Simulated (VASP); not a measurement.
Runs of VASP 6.6.1 on Ti2C. The structure is that of space group R-3m (No. 166), or close to it. The cells are those of the table. 

| potentials or basis | cell | k mesh | cutoff (eV) | smearing | gap on the mesh (eV) | pressure (GPa) | largest force (eV/Å) |
| --- | --- | --- | --- | --- | --- | --- | --- |
| VASP PAW PBE potentials, release 64 (Ti_sv, C) | a = 5.138 Å, angles 34.9°, 3 atoms | 12 × 12 × 12 | 520 | gaussian 0.15 eV | none | (a) | 0.08 |
| VASP PAW PBE potentials, release 64 (Ti_sv, C) | a = 5.092 Å, angles 35.0°, 3 atoms | 18 × 18 × 18 | 520 | gaussian 0.1 eV | none | 3.7 | 0.09 |
| VASP PAW PBE potentials, release 64 (Ti_sv, C) | a = 5.138 Å, angles 34.9°, 3 atoms | 18 × 18 × 18 | 520 | gaussian 0.1 eV | none | 0.7 | 0.08 |
| VASP PAW PBE potentials, release 64 (Ti_sv, C_h) | a = 5.132 Å, angles 34.9°, 3 atoms | 6 × 6 × 6 | 910 | gaussian 0.1 eV | none | 0.4 | 0.01 |

Alike in all rows: task single point; level r2SCAN; no spin polarisation.

**Question.** Estimate the missing entries.

**Answer.** (a) 0.8.

Caveats: some runs use coarse meshes; the PAW data sets were made with another functional, which shifts forces and pressure a little; the cell stands under pressure (at least some runs); the cutoff is under 1.25 times the usual one of these potentials, so pressure, stress and relaxed cells hold a basis-set (Pulay) error (at least some runs).

A gap of «none» marks levels without a gap at the run's occupations.
